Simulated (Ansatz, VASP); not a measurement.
## Two plane-wave programs on GaAs

INCAR

```
SYSTEM = GaAs
PREC = Accurate
ENCUT = 520
EDIFF = 1E-6
ISMEAR = 0
SIGMA = 0.05
LREAL = Auto
LASPH = .True.
NELM = 80
ALGO = Normal
ISIF = 2
LWAVE = .False.
LCHARG = .False.
LDIPOL = .True.
IDIPOL = 3
DIPOL = 0.5 0.5 0.457
GGA = PE
IVDW = 12
NBANDS = 86
```

The input KPOINTS:

```
Automatic mesh
0
Gamma
  2 2 1
  0 0 0
```

POSCAR

```
GaAs
1.0
    8.0267120191      0.0000000000      0.0000000000
   -4.0133560095      6.9513365174      0.0000000000
    0.0000000000      0.0000000000     22.0961143248
As Ga
8 8
Direct
    0.5000000000      0.0000000000      0.3620546076
    0.5000000000      0.5000000000      0.3620546076
    0.0000000000      0.0000000000      0.3620546076
    0.0000000000      0.5000000000      0.3620546076
    0.6677170092      0.8331992389      0.5210632003
    0.6693883461      0.3315090888      0.5209222096
    0.1678825768      0.8328507781      0.5209065874
    0.1675157676      0.3331399214      0.5209816101
    0.1666666667      0.8333333333      0.3991300342
    0.1666666667      0.3333333333      0.3991300342
    0.6666666667      0.8333333333      0.3991300342
    0.6666666667      0.3333333333      0.3991300342
    0.3344730534      0.6661927777      0.5463059871
    0.3358140736      0.1672715512      0.5451262429
    0.8337184411      0.6650064673      0.5450508461
    0.8353462413      0.1655248012      0.5476485056
```

Input for Ansatz:

```yaml
crystal:
  lattice:
    - [8.0267120191, 0.0, 0.0]
    - [-4.0133560095, 6.9513365174, 0.0]
    - [0.0, 0.0, 22.0961143248]
  atoms:
    - { symbol: As, position: [0.5, 0.0, 0.3620546076] }
    - { symbol: As, position: [0.5, 0.5, 0.3620546076] }
    - { symbol: As, position: [0.0, 0.0, 0.3620546076] }
    - { symbol: As, position: [0.0, 0.5, 0.3620546076] }
    - { symbol: Ga, position: [0.1666666667, 0.8333333333, 0.3991300342] }
    - { symbol: Ga, position: [0.1666666667, 0.3333333333, 0.3991300342] }
    - { symbol: Ga, position: [0.6666666667, 0.8333333333, 0.3991300342] }
    - { symbol: Ga, position: [0.6666666667, 0.3333333333, 0.3991300342] }
    - { symbol: As, position: [0.6677170092, 0.8331992389, 0.5210632003] }
    - { symbol: As, position: [0.6693883461, 0.3315090888, 0.5209222096] }
    - { symbol: As, position: [0.1678825768, 0.8328507781, 0.5209065874] }
    - { symbol: As, position: [0.1675157676, 0.3331399214, 0.5209816101] }
    - { symbol: Ga, position: [0.3344730534, 0.6661927777, 0.5463059871] }
    - { symbol: Ga, position: [0.3358140736, 0.1672715512, 0.5451262429] }
    - { symbol: Ga, position: [0.8337184411, 0.6650064673, 0.5450508461] }
    - { symbol: Ga, position: [0.8353462413, 0.1655248012, 0.5476485056] }
basis:
  ecutwfc: 420
kpoints:
  mp_grid: { grid: [2, 2, 1] }
hamiltonian:
  xc: pbe
  dispersion: d3bj
scf:
  occupations: { method: gaussian, width: 0.05 }
output:
  forces: true
  eigenvalues: true
  write_density: true
  volumetric_format: npy
efield:
  axis: 3
  dipole_correction: true
  ramp_width: 0.04
```

Alike in both runs: task single point; functional PBE; dispersion D3(BJ); k mesh 2 × 2 × 1; occupations gaussian, width 0.05 eV; no spin polarisation.

|  | VASP | Ansatz |
| --- | --- | --- |
| version | VASP 6.6.1 | Ansatz 0.2.0 |
| potentials or method | VASP PAW PBE potentials, release 64 (As, Ga_d), cutoff 520 eV | scalar-relativistic, plane waves, PAW |
| valence electrons in the cell | 144 | 224 |

Ansatz gave:

* gap on the k mesh at the Fermi level (eV): none
* rms of the force components (eV/Å): 0.088

Q: Which values does VASP return?

A: gap on the k mesh at the Fermi level (eV): none; rms of the force components (eV/Å): 0.080.

A gap of «none» marks a metal or a gap that the smearing closes. VASP's potentials hold 144 valence electrons a cell and Ansatz's 224, so a difference there can come from the potentials and not from the codes.

The k mesh is coarse, so the values compare programs but aren't converged.
